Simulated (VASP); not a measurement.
# HfH2 (I4/mmm) in VASP: a series of runs

The runs below take HfH2 through relaxation of cell and atoms, single point, with PBEsol.

Everything below comes from runs of VASP 6.6.1. Logs are shortened: lines on timing, memory, paths and dates and some standing lists are left out, and cuts for length are marked.

## 1. The cell of the first run

It takes space group I4/mmm (No. 139, tetragonal). Conventional cell: a = 3.478 Å, b = 3.478 Å, c = 4.361 Å, α = 90.00°, β = 90.00°, γ = 90.00°. Within 2.7 Å of Hf (site symmetry 4/mmm) lie 8 H at 2.05 Å. Within 2.7 Å of H (site symmetry -4m2) lie 4 Hf at 2.05 Å and 6 H at 2.18 to 2.46 Å.

## 2. Relaxation of cell and atoms, PBEsol

The input, INCAR:

```
PREC     = Accurate       # precision mode
ENCUT    = 600            # plane-wave cutoff, eV
EDIFF    = 1E-6           # SCF threshold, eV
ISMEAR   = 0              # smearing method
SIGMA    = 0.1            # smearing width, eV
LREAL    = False          # projectors in reciprocal space
LASPH    = True           # aspherical terms in the spheres
NELM     = 100            # most SCF steps
ALGO     = Normal         # electronic algorithm
ISIF     = 3              # what is computed and relaxed
LWAVE    = False          # write WAVECAR
LCHARG   = False          # write CHGCAR
GGA      = PS             # functional
IBRION   = 2              # ionic algorithm
NSW      = 100            # ionic steps
EDIFFG   = -0.005         # ionic threshold
```

The input, KPOINTS:

```
Automatic mesh
0
Gamma
  16 16 16
```

The input, POSCAR:

```
HfH2
1.0
   -1.7390000000      1.7390000000      2.1805000000
    1.7390000000     -1.7390000000      2.1805000000
    1.7390000000      1.7390000000     -2.1805000000
Hf H
1 2
Direct
    0.0000000000      0.0000000000      0.0000000000
    0.7500000000      0.2500000000      0.5000000000
    0.2500000000      0.7500000000      0.5000000000
```

Potentials or basis: VASP PAW PBE potentials, release 64 (Hf_pv, H).

Launch:

```bash
> cat potpaw_PBE.64/Hf_pv/POTCAR potpaw_PBE.64/H/POTCAR > POTCAR
> mpirun -np 1 vasp_std > vasp.out
```

OUTCAR:

```text
PREC = Accurate
   ENCUT = 600
   EDIFF = 1E-6
   ISMEAR = 0
   LREAL = False
   LASPH = True
   NELM = 100
   ISIF = 3
   GGA = PS
   IBRION = 2
   NSW = 100
   EDIFFG = -0.005

 ion  position               nearest neighbor table
   1  0.000  0.000  0.000-   2 2.05   3 2.05   2 2.05   3 2.05   2 2.05   3 2.05   2 2.05   3 2.05

   2  0.750  0.250  0.500-   1 2.05   1 2.05   1 2.05   1 2.05
   3  0.250  0.750  0.500-   1 2.05   1 2.05   1 2.05   1 2.05

  LATTYP: Found a body centered tetragonal cell.
 ALAT       =     3.4780000000
 C/A-ratio  =     1.2538815411

  Lattice vectors:

 A1 = (  -1.7390000000,   1.7390000000,   2.1805000000)
 A2 = (   1.7390000000,  -1.7390000000,   2.1805000000)
 A3 = (   1.7390000000,   1.7390000000,  -2.1805000000)

Analysis of symmetry for initial positions (statically):
=====================================================================
 Subroutine PRICEL returns:
 Original cell was already a primitive cell.

 Routine SETGRP: Setting up the symmetry group for a
 body centered tetragonal supercell.

 Subroutine GETGRP returns: Found 16 space group operations
 (whereof 16 operations were pure point group operations)
 out of a pool of 16 trial point group operations.

The static configuration has the point symmetry D_4h.

Analysis of symmetry for dynamics (positions and initial velocities):
=====================================================================
 Subroutine PRICEL returns:
 Original cell was already a primitive cell.

 Routine SETGRP: Setting up the symmetry group for a
 body centered tetragonal supercell.

 Subroutine GETGRP returns: Found 16 space group operations
 (whereof 16 operations were pure point group operations)
 out of a pool of 16 trial point group operations.

The dynamic configuration has the point symmetry D_4h.

 Subroutine INISYM returns: Found 16 space group operations
 (whereof 16 operations are pure point group operations),
 and found     1 'primitive' translations

----------------------------------------------------------------------------------------

                                     Primitive cell

  volume of cell :      26.3764

  direct lattice vectors                    reciprocal lattice vectors
    -1.739000000  1.739000000  2.180500000     0.000000000  0.287521564  0.229305205
     1.739000000 -1.739000000  2.180500000     0.287521564  0.000000000  0.229305205
[... 100 lines left out ...]
   EMIN   =  10.00;   EMAX   =-10.00  energy-range for DOS
   EFERMI =   0.00;   METHOD = LEGACY
   ISMEAR =     0;   SIGMA  =   0.10  broadening in eV -4-tet -1-fermi 0-gaus
   EFERMI_NEDOS =   21; number of points for ismear=-14 and -15
   IALGO  =     38    algorithm
   IMIX   =      4    mixing-type and parameters
     AMIX     =   0.40;   BMIX     =  1.00
     AMIX_MAG =   1.60;   BMIX_MAG =  1.00
  volume/ion in A,a.u.               =       8.79        59.33
  Fermi-wavevector in a.u.,A,eV,Ry     =   1.259109  2.379372 21.570088  1.585357
  Thomas-Fermi vector in A             =   2.392686
   LORBIT       =      0    0 simple, 1 ext, 2 COOP (PROOUT), +10 PAW based schemes
   GGA     = PS    functional components
   LHFCALC =     F    Hartree Fock is set to
   AEXX    =    0.0000 exact exchange contribution
   IVDW    =     0    specifies the selected vdW correction
   LEPSILON=     F    determine dielectric tensor
   LRPA    =     F    only Hartree local field effects (RPA)
 conjugate gradient relaxation of ions
 non-spin polarized calculation
 Gauss-broadening in eV      SIGMA  =   0.10
  energy-cutoff  :      600.00
  volume of cell :       26.38
 maximum number of plane-waves:       894
   NGX = 13   NGY = 13   NGZ = 13

--------------------------------------- Ionic step        1  -------------------------------------------

 number of electron      11.9999999 magnetization

 Free energy of the ion-electron system (eV)
  ---------------------------------------------------
  ext. energy  EPLUGINS =         0.00000000
  ---------------------------------------------------
  free energy    TOTEN  =       -18.77221813 eV

  energy without entropy =      -18.76982068  energy(sigma->0) =      -18.77101940

------------------------ aborting loop because EDIFF is reached ----------------------------------------

  FORCE on cell =-STRESS in cart. coord.  units (eV):
  Direction    XX          YY          ZZ          XY          YZ          ZX
  --------------------------------------------------------------------------------------
  -------------------------------------------------------------------------------------
  Total       -0.8635641     -0.8635641     -1.0505354      0.0000000      0.0000000      0.0000000
  in kB      -52.4553651    -52.4553651    -63.8125392      0.0000000      0.0000000      0.0000000
  external PRESSURE =     -56.2410898 kB  Pullay stress =       0.0000000 kB
[... 172 lines left out ...]
--------------------------------------- Ionic step        6  -------------------------------------------

 number of electron      11.9999999 magnetization

 Free energy of the ion-electron system (eV)
  ---------------------------------------------------
  ext. energy  EPLUGINS =         0.00000000
  ---------------------------------------------------
  free energy    TOTEN  =       -18.79266950 eV

  energy without entropy =      -18.79008429  energy(sigma->0) =      -18.79137689

 E-fermi :   5.5012     XC(G=0): -11.7169

 val. band max:        5.4865469646   @ k =  -0.1250   0.1250   0.0000
 cond. band min:       5.5081309578   @ k =  -0.1875   0.4375   0.1875
 fundamental gap:      0.0215839932
 Fermi energy:         5.5012127752

 k-point     1 :       0.0000    0.0000    0.0000
  band No.  band energies     occupation
      1     -25.2937      2.00000
      2     -25.2937      2.00000
      3     -25.2293      2.00000
      4      -5.9916      2.00000
      5       4.3370      2.00000
      6       4.9988      2.00000
      7       4.9988      2.00000
      8       5.9651      0.00000
      9       7.2554      0.00000
     10       8.8242      0.00000
[... 287 lines left out ...]
 k-point    24 :      -0.0625    0.0625    0.0000
  band No.  band energies     occupation
      1     -25.3208      2.00000
      2     -25.2976      2.00000
      3     -25.2387      2.00000
      4      -5.8512      2.00000
      5       3.2916      2.00000
      6       5.1214      2.00000
      7       6.0253      0.00000
      8       6.1975      0.00000
      9       7.1167      0.00000
     10       8.6969      0.00000

 [... further k-points ...]
[... 5 lines left out ...]
  --------------------------------------------------------------------------------------
  -------------------------------------------------------------------------------------
  Total        0.0046707      0.0046707      0.0001825      0.0000000     -0.0000000      0.0000000
  in kB        0.2954247      0.2954247      0.0115406      0.0000000     -0.0000000      0.0000000
  external PRESSURE =       0.2007967 kB  Pullay stress =       0.0000000 kB
[... 18 lines left out ...]
  FREE ENERGIE OF THE ION-ELECTRON SYSTEM (eV)
  ---------------------------------------------------
  free  energy   TOTEN  =       -18.7926694957 eV

  energy  without entropy=      -18.7900842858  energy(sigma->0) =      -18.79137689

 reached required accuracy - stopping structural energy minimisation
```

OSZICAR:

```text
N       E                     dE             d eps       ncg     rms          rms(c)
DAV:   1     0.118734957826E+02    0.11873E+02   -0.74100E+03  6988   0.125E+03
DAV:   2    -0.191301609620E+02   -0.31004E+02   -0.30078E+02  8864   0.187E+02
[... 42 lines left out ...]
   5 F= -.18792566E+02 E0= -.18791313E+02  d E =-.180302E-02
       N       E                     dE             d eps       ncg     rms          rms(c)
DAV:   1    -0.187930892728E+02   -0.52362E-03   -0.48848E-02  6988   0.203E+00    0.180E-01
DAV:   2    -0.187928011334E+02    0.28814E-03   -0.42041E-04  9060   0.203E-01    0.716E-02
DAV:   3    -0.187926732087E+02    0.12792E-03   -0.13964E-04  9754   0.111E-01    0.261E-02
DAV:   4    -0.187926693317E+02    0.38770E-05   -0.17310E-05  9770   0.392E-02    0.175E-02
DAV:   5    -0.187926694957E+02   -0.16398E-06   -0.47403E-07  3690   0.670E-03
   6 F= -.18792669E+02 E0= -.18791377E+02  d E =-.190617E-02
```

Wall time 5.3 min (1 thread of Intel Xeon Platinum 8259CL at 2.50GHz (Skylake/Cascade Lake), shared host); peak memory 0.27 GiB.

Results:

| Item | Value |
| --- | --- |
| Free energy | -18.7927 eV |
| Relaxed volume | 8.44 Å³/atom |
| Relaxed cell | a = 3.235 Å, b = 3.235 Å, c = 3.235 Å, α = 115.34°, β = 115.34°, γ = 98.28° |
| Space group after relaxing (to 0.05 Å) | I4/mmm (No. 139) |
| Energy gained by relaxing | 6.8 meV/atom |
| Ionic steps | 6 |
| Pressure after relaxing | 0.0 GPa |
| Band gap on the k mesh | zero (band 6 reaches 6.21 eV, above the bottom of band 7 at 4.98 eV) |

The path:
| step | energy change (eV) | largest force (eV/Å) | pressure (GPa) | volume (Å³) |
| --- | --- | --- | --- | --- |
| 1 | 0.0000 | 0.0000 | -5.62 | 26.38 |
| 2 | -0.0181 | 0.0000 | 1.05 | 25.22 |
| 3 | -0.0185 | 0.0000 | 0.09 | 25.37 |
| 4 | -0.0192 | 0.0000 | 0.07 | 25.36 |
| 5 | -0.0203 | 0.0000 | 0.03 | 25.34 |
| 6 | -0.0205 | 0.0000 | 0.02 | 25.33 |

Final structure:
```xyz
3
Lattice="-1.7299 1.7299 2.1161 1.7299 -1.7299 2.1161 1.7299 1.7299 -2.1161" Properties=species:S:1:pos:R:3 pbc="T T T"
Hf    1.7299    1.7299    2.1161
H     0.0000    1.7299    1.0580
H     1.7299    0.0000    1.0580
```

Levels at points of the mesh, in eV from the Fermi level:
```csv
k point,band 4,band 5,band 6,band 7,band 8,band 9
"(0.00, 0.00, 0.00)",-11.49,-1.16,-0.50,-0.50,0.46,1.75
"(0.50, 0.00, 0.00)",-8.56,-5.16,-0.98,0.75,3.84,4.62
"(0.50, 0.50, 0.00)",-6.66,-5.81,-4.31,3.98,4.19,5.62
"(0.50, 0.50, 0.50)",-8.00,-4.06,-3.94,4.82,4.92,4.92
```

Caveat: the PAW data sets were made with another functional, which shifts forces and pressure a little; spin-orbit coupling is left out, which moves the levels of the heavy elements.

## 3. Single point, PBEsol

The input, INCAR:

```
SYSTEM = HfH2
PREC = Accurate
ENCUT = 520
EDIFF = 1E-6
ISMEAR = 0
SIGMA = 0.1
LREAL = .FALSE.
LASPH = .TRUE.
NELM = 100
ALGO = Normal
ISIF = 2
LWAVE = .FALSE.
LCHARG = .TRUE.
GGA = PS
LELF = .TRUE.
LVHAR = .TRUE.
NBANDS = 13
```

The input, KPOINTS:

```
Automatic mesh
0
G
  8 8 8
  0 0 0
```

POSCAR is that of step 2.

Potentials or basis: VASP PAW PBE potentials, release 64 (Hf_pv, H).

Launch:

```bash
> cat potpaw_PBE.64/Hf_pv/POTCAR potpaw_PBE.64/H/POTCAR > POTCAR
> mpirun -np 1 vasp_std > vasp.out
```

Wall time 14 s (1 thread of Intel Xeon Platinum 8259CL at 2.50GHz (Skylake/Cascade Lake), shared host); peak memory 0.15 GiB.

The run converged. Its results:

| Item | Value |
| --- | --- |
| Free energy | -18.7725 eV |
| Pressure | -5.7 GPa |
| Band gap on the k mesh | zero (band 6 reaches 5.80 eV, above the bottom of band 7 at 4.74 eV) |

Stress tensor (GPa, compression positive):
```
-5.30  0.00  0.00
 0.00 -5.30  0.00
 0.00  0.00 -6.63
```

Levels at points of the mesh, in eV from the Fermi level:
| k point | band 2 | band 3 | band 4 | band 5 | band 6 | band 7 | band 8 | band 9 | band 10 | band 11 |
| --- | --- | --- | --- | --- | --- | --- | --- | --- | --- | --- |
| (0.00, 0.00, 0.00) | -30.84 | -30.79 | -11.17 | -1.15 | -0.39 | -0.39 | 0.40 | 1.94 | 3.27 | 11.48 |
| (0.50, 0.00, 0.00) | -30.96 | -30.84 | -8.27 | -5.09 | -0.73 | 0.64 | 3.87 | 4.65 | 4.90 | 6.35 |
| (0.50, 0.50, 0.00) | -31.00 | -30.94 | -6.50 | -5.63 | -4.04 | 4.01 | 4.23 | 5.34 | 6.44 | 7.14 |
| (0.50, 0.50, 0.50) | -31.10 | -31.10 | -7.57 | -4.24 | -3.72 | 4.65 | 4.76 | 4.76 | 5.64 | 5.64 |

Caveat: the PAW data sets were made with another functional, which shifts forces and pressure a little; spin-orbit coupling is left out, which moves the levels of the heavy elements.
